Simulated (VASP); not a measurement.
# Ca in VASP: notebook, part 2 of 2

VASP 6.6.1. The steps go on from the part before.

## (3) Single point, r2SCAN

This run uses another cell than the first one.

File POSCAR:

```
Ca
1.0
    3.9377488677      0.0000000000      0.0000000000
    0.0000000000      3.9377488677      0.0000000000
    0.0000000000      0.0000000000     23.3532267810
Ca
4
Direct
    0.5000000000      0.5000000000      0.3211547625
    0.0000000000      0.0000000000      0.4403849208
    0.5000000000      0.5000000000      0.5596150792
    0.0000000000      0.0000000000      0.6788452375
```

File INCAR.step1:

```
SYSTEM = Ca
ALGO = Normal
DIPOL = 0.5 0.5 0.500
EDIFF = 1E-4
ENCUT = 520
GGA = PE
IDIPOL = 3
ISMEAR = 0
LASPH = .TRUE.
LCHARG = .FALSE.
LDIPOL = .TRUE.
LREAL = .FALSE.
LWAVE = .TRUE.
NBANDS = 28
NELM = 80
PREC = Accurate
SIGMA = 0.1
```

File INCAR.step2:

```
SYSTEM = Ca
ALGO = Normal
DIPOL = 0.5 0.5 0.500
EDIFF = 1E-6
ENCUT = 520
IDIPOL = 3
ISIF = 2
ISMEAR = 0
ISTART = 1
LASPH = .TRUE.
LCHARG = .FALSE.
LDIPOL = .TRUE.
LMIXTAU = .TRUE.
LREAL = .FALSE.
LWAVE = .FALSE.
METAGGA = R2SCAN
NBANDS = 28
NELM = 80
PREC = Accurate
SIGMA = 0.1
```

File KPOINTS:

```
k-points
0
G
  9 9 1
  0 0 0
```

Potentials or basis: VASP PAW PBE potentials, release 64 (Ca_sv).

Started as:

```
$ cat potpaw_PBE.64/Ca_sv/POTCAR > POTCAR
$ cp INCAR.step1 INCAR
$ mpirun -np 1 vasp_std > vasp.out
$ cp INCAR.step2 INCAR
$ mpirun -np 1 vasp_std > vasp.out
```

OUTCAR:

```text
SYSTEM = Ca
   EDIFF = 1E-6
   ENCUT = 520
   ISIF = 2
   ISMEAR = 0
   ISTART = 1
   LASPH = .TRUE.
   LREAL = .FALSE.
   METAGGA = R2SCAN
   NELM = 80
   PREC = Accurate

 ion  position               nearest neighbor table
   1  0.500  0.500  0.321-
   2  0.000  0.000  0.440-
   3  0.500  0.500  0.560-
   4  0.000  0.000  0.679-

  LATTYP: Found a simple tetragonal cell.
 ALAT       =     3.9377488677
 C/A-ratio  =     5.9306033893

  Lattice vectors:

 A1 = (   3.9377488677,   0.0000000000,   0.0000000000)
 A2 = (   0.0000000000,   3.9377488677,   0.0000000000)
 A3 = (   0.0000000000,   0.0000000000,  23.3532267810)

Analysis of symmetry for initial positions (statically):
=====================================================================
 Subroutine PRICEL returns:
 Original cell was already a primitive cell.

 Routine SETGRP: Setting up the symmetry group for a
 simple tetragonal supercell.

[... 165 lines left out ...]
  energy without entropy =      -27.16199784  energy(sigma->0) =      -27.17444999

 E-fermi :  -0.4429     XC(G=0):  -4.5778

 val. band max:       -0.4926578035   @ k =   0.3333   0.1111   0.0000
 cond. band min:      -0.3954923728   @ k =   0.3333   0.1111   0.0000
 fundamental gap:      0.0971654307
 Fermi energy:        -0.4429381597

 k-point     1 :       0.0000    0.0000    0.0000
  band No.  band energies     occupation
      1     -44.8840      2.00000
      2     -44.8840      2.00000
      3     -44.2134      2.00000
      4     -44.2048      2.00000
      5     -25.0215      2.00000
      6     -25.0214      2.00000
[... 454 lines left out ...]
     27       1.4733      0.00000
     28       1.4910      0.00000

------------------------ aborting loop because EDIFF is reached ----------------------------------------

 vacuum level on the upper side and lower side of the slab       (xc-potential included)        -0.015        -0.015

  FORCE on cell =-STRESS in cart. coord.  units (eV):
  Direction    XX          YY          ZZ          XY          YZ          ZX
  --------------------------------------------------------------------------------------
  -------------------------------------------------------------------------------------
  Total       -0.7409466     -0.7409466     -0.3788030      0.0000000      0.0000000     -0.0000000
  in kB       -3.2783443     -3.2783443     -1.6760271      0.0000000      0.0000000     -0.0000000
  external PRESSURE =      -2.7442386 kB  Pullay stress =       0.0000000 kB

 VOLUME and BASIS-vectors are now :
 -----------------------------------------------------------------------------
  energy-cutoff  :      520.00
  volume of cell :      362.11
      direct lattice vectors                 reciprocal lattice vectors
     3.937748868  0.000000000  0.000000000     0.253952203  0.000000000  0.000000000
     0.000000000  3.937748868  0.000000000     0.000000000  0.253952203  0.000000000
     0.000000000  0.000000000 23.353226781     0.000000000  0.000000000  0.042820635

 POSITION                                       TOTAL-FORCE (eV/Angst)
 -----------------------------------------------------------------------------------
      1.96887      1.96887      7.50000        -0.000000     -0.000000      0.069995
      0.00000      0.00000     10.28441         0.000000     -0.000000     -0.091065
      1.96887      1.96887     13.06882         0.000000      0.000000      0.091065
      0.00000      0.00000     15.85323         0.000000      0.000000     -0.069995
 -----------------------------------------------------------------------------------
    total drift:                                0.000000      0.000000      0.000000

  FREE ENERGIE OF THE ION-ELECTRON SYSTEM (eV)
  ---------------------------------------------------
  free  energy   TOTEN  =       -27.1869021426 eV

  energy  without entropy=      -27.1619978421  energy(sigma->0) =      -27.17444999

 vacuum level on the upper side and lower side of the slab         2.319         2.319
```

OSZICAR.step1:

```text
N       E                     dE             d eps       ncg     rms          rms(c)
DAV:   1     0.323704254748E+03    0.32370E+03   -0.19470E+04  1056   0.115E+03
DAV:   2     0.146858444635E+02   -0.30902E+03   -0.30662E+03   964   0.346E+02
DAV:   3    -0.494541381492E+01   -0.19631E+02   -0.19462E+02  1388   0.572E+01
DAV:   4    -0.760267632868E+01   -0.26573E+01   -0.26455E+01  1448   0.203E+01
DAV:   5    -0.774274108522E+01   -0.14006E+00   -0.13999E+00  1288   0.434E+00    0.492E+00
DAV:   6    -0.701477236668E+01    0.72797E+00   -0.65911E+00  1148   0.711E+00    0.312E+00
DAV:   7    -0.687986949676E+01    0.13490E+00   -0.18681E+00  1160   0.377E+00    0.167E+00
DAV:   8    -0.683599150501E+01    0.43878E-01   -0.51047E-01  1048   0.182E+00    0.331E-01
DAV:   9    -0.683434900634E+01    0.16425E-02   -0.39057E-02  1176   0.633E-01    0.154E-01
DAV:  10    -0.683529719428E+01   -0.94819E-03   -0.62551E-03  1208   0.296E-01    0.751E-02
DAV:  11    -0.683584683419E+01   -0.54964E-03   -0.15703E-03   920   0.188E-01    0.274E-02
DAV:  12    -0.683588378269E+01   -0.36949E-04   -0.13586E-03   832   0.939E-02    0.244E-02
DAV:  13    -0.683581357804E+01    0.70205E-04   -0.43406E-04   832   0.537E-02
   1 F= -.68358136E+01 E0= -.68204800E+01  d E =-.306672E-01
```

Run time: 11 min. Hardware: 1 thread of Intel Xeon 6975P-C (Granite Rapids), shared host; peak memory 0.48 GiB.

What came out:

| Property | Result |
| --- | --- |
| Free energy | -27.1869 eV |
| Largest force | 0.091 eV/Å |
| Band gap on the k mesh | zero (bands 20 and 21 overlap by 0.39 eV) |

Forces in eV/Å, atoms in the order of the input:
```
Ca   0.000  0.000  0.070
Ca   0.000  0.000 -0.091
Ca   0.000  0.000  0.091
Ca   0.000  0.000 -0.070
```

Caveat: the PAW data sets were made with another functional, which shifts forces and pressure a little.

## (4) Single point, r2SCAN

This run uses another cell than the first one.

File POSCAR:

```
Ca
1.0
    3.9377488677      0.0000000000      0.0000000000
    0.0000000000      3.9377488677      0.0000000000
    0.0000000000      0.0000000000     23.3532267810
Ca
4
Direct
    0.5000000000      0.5000000000      0.3245148878
    0.0000000000      0.0000000000      0.4404355515
    0.5000000000      0.5000000000      0.5595654727
    0.0000000000      0.0000000000      0.6754840880
```

File INCAR.step1:

```
SYSTEM = Ca
PREC     = Accurate       ! precision mode
ENCUT    = 520            ! plane-wave cutoff, eV
ISMEAR   = 0              ! smearing method
SIGMA    = 0.1            ! smearing width, eV
LREAL    = .False.        ! projectors in reciprocal space
LASPH    = .True.         ! aspherical terms in the spheres
NELM     = 100            ! most SCF steps
LDIPOL   = .True.       
IDIPOL   = 3            
DIPOL    = 0.5 0.5 0.500
NBANDS   = 28             ! bands
GGA      = PE             ! functional
ALGO     = Normal         ! electronic algorithm
EDIFF    = 1E-4           ! SCF threshold, eV
LWAVE    = .True.         ! write WAVECAR
LCHARG   = .False.        ! write CHGCAR
```

File INCAR.step2:

```
SYSTEM = Ca
PREC     = Accurate       ! precision mode
ENCUT    = 520            ! plane-wave cutoff, eV
EDIFF    = 1E-7           ! SCF threshold, eV
ISMEAR   = 0              ! smearing method
SIGMA    = 0.1            ! smearing width, eV
LREAL    = .False.        ! projectors in reciprocal space
LASPH    = .True.         ! aspherical terms in the spheres
NELM     = 100            ! most SCF steps
ALGO     = Normal         ! electronic algorithm
ISIF     = 2              ! what is computed and relaxed
LWAVE    = .False.        ! write WAVECAR
LCHARG   = .True.         ! write CHGCAR
LDIPOL   = .True.       
IDIPOL   = 3            
DIPOL    = 0.5 0.5 0.500
METAGGA  = R2SCAN         ! meta-GGA
LMIXTAU  = .True.       
LELF     = .True.         ! ELF
LVHAR    = .True.       
LVACPOTAV= .True.       
NBANDS   = 28             ! bands
ISTART   = 1
```

File KPOINTS:

```
regular mesh
0
Gamma
  9 9 1
  0 0 0
```

Started as:

```
$ cat potpaw_PBE.64/Ca_sv/POTCAR > POTCAR
$ cp INCAR.step1 INCAR
$ mpirun -np 1 vasp_std > vasp.out
$ cp INCAR.step2 INCAR
$ mpirun -np 1 vasp_std > vasp.out
```

Run time: 14 min. Hardware: 1 thread of Intel Xeon 6975P-C (Granite Rapids), shared host; peak memory 0.49 GiB.

The run converged. Its results:

```
Free energy            : -27.1912 eV
Largest force          : 0.015 eV/Å
Band gap on the k mesh : zero (bands 20 and 21 overlap by 0.37 eV)
```

Forces on the atoms (eV/Å):
```
Ca   0.000  0.000 -0.015
Ca   0.000  0.000  0.005
Ca   0.000  0.000 -0.005
Ca   0.000  0.000  0.015
```

Levels at points of the mesh, in eV from the Fermi level:
| k point | band 17 | band 18 | band 19 | band 20 | band 21 | band 22 | band 23 | band 24 |
| --- | --- | --- | --- | --- | --- | --- | --- | --- |
| (0.00, 0.00, 0.00) | -4.02 | -3.34 | -2.23 | -1.07 | 0.46 | 0.69 | 0.80 | 1.04 |

Caveat: the PAW data sets were made with another functional, which shifts forces and pressure a little.

## (5) Overview

```csv
cell,gap on the mesh (eV),largest force (eV/Å)
"a = 3.938, b = 3.938, c = 18.353 Å, 4 atoms, atomic positions A",none,0.09
"a = 3.938, b = 3.938, c = 23.353 Å, 4 atoms, atomic positions A",none,0.09
"a = 3.938, b = 3.938, c = 23.353 Å, 4 atoms, atomic positions B",none,0.02
```

Alike in all rows: task single point; level r2SCAN; potentials or basis VASP PAW PBE potentials, release 64 (Ca_sv); no spin polarisation; k mesh 9 × 9 × 1; cutoff (eV) 520; smearing gaussian 0.1 eV.

Caveats: the PAW data sets were made with another functional, which shifts forces and pressure a little.

Total energies depend on the potentials used, so only differences within one code and one set of settings carry meaning.

The gap in the log of VASP goes by the Fermi energy; the results here count the filled bands.